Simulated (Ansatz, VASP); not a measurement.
# Zn: VASP beside Ansatz

```
Zn
1.0
     2.63338    0.00000    0.00000
    -1.31669    2.28058    0.00000
     0.00000    0.00000    5.01801
Zn
2
Cartesian
  0.0000 1.5204 1.2545
  1.3167 0.7602 3.7635
```

Alike in both runs: task relaxation of cell and atoms; functional PBEsol; k mesh 18 × 18 × 8; occupations gaussian, width 0.1 eV; no spin polarisation.

|  | VASP | Ansatz |
| --- | --- | --- |
| version | VASP 6.6.1 | Ansatz 0.2.0 |
| potentials or method | VASP PAW PBE potentials, release 64 (Zn), cutoff 500 eV | scalar-relativistic, plane waves, PAW |
| valence electrons in the cell | 24 | 24 |

```csv
,VASP,Ansatz,Ansatz less VASP
"gap on the k mesh at the Fermi level, each at its own relaxed structure (eV)",none,none,-
relaxed volume (Å³/atom),14.32,14.25,-0.075
relaxed length of the cell vector where the two differ most in proportion (Å),4.907,4.894,-0.0136
```

VASP's potentials were made for PBE, not for PBEsol. A gap of «none» marks a metal or a gap that the smearing closes.
